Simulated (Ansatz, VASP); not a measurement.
**Two plane-wave programs on BaZrO3**

```
Ba Zr O
1.0
     4.18150    0.00000    0.00000
     0.00000    4.18150    0.00000
     0.00000    0.00000    4.18150
Ba Zr O
1 1 3
Direct
  0.50000 0.47609 0.50000
  0.00000 0.00000 0.00000
  0.50000 0.00000 0.00000
  0.00000 0.50000 0.00000
  0.00000 0.00000 0.50000
```

Alike in both runs: task single point; functional PBE; k mesh 6 × 6 × 6; occupations gaussian, width 0.05 eV; no spin polarisation.

|  | VASP | Ansatz |
| --- | --- | --- |
| version | VASP 6.6.1 | Ansatz 0.2.0 |
| potentials or method | VASP PAW PBE potentials, release 64 (Ba_sv, Zr_sv, O), cutoff 600 eV | scalar-relativistic, plane waves, PAW |
| valence electrons in the cell | 40 | 40 |

Ansatz gave:

- gap on the k mesh at the Fermi level (eV): 3.24
- least direct gap on the mesh (eV): 3.43
- pressure (GPa): 5.4
- traceless stress, the component that is largest in VASP (GPa): -0.05
- rms of the force components (eV/Å): 0.135

Problem. Which values does VASP return?

Solution. gap on the k mesh at the Fermi level (eV): 3.19; least direct gap on the mesh (eV): 3.41; pressure (GPa): 6.4; traceless stress, the component that is largest in VASP (GPa): -0.05; rms of the force components (eV/Å): 0.144.

Atom by atom the forces differ by 0.014 eV/Å (rms over components). With one functional, cell and mesh, what is left measures potentials, basis and numerics.

Neither program's run includes spin-orbit coupling.
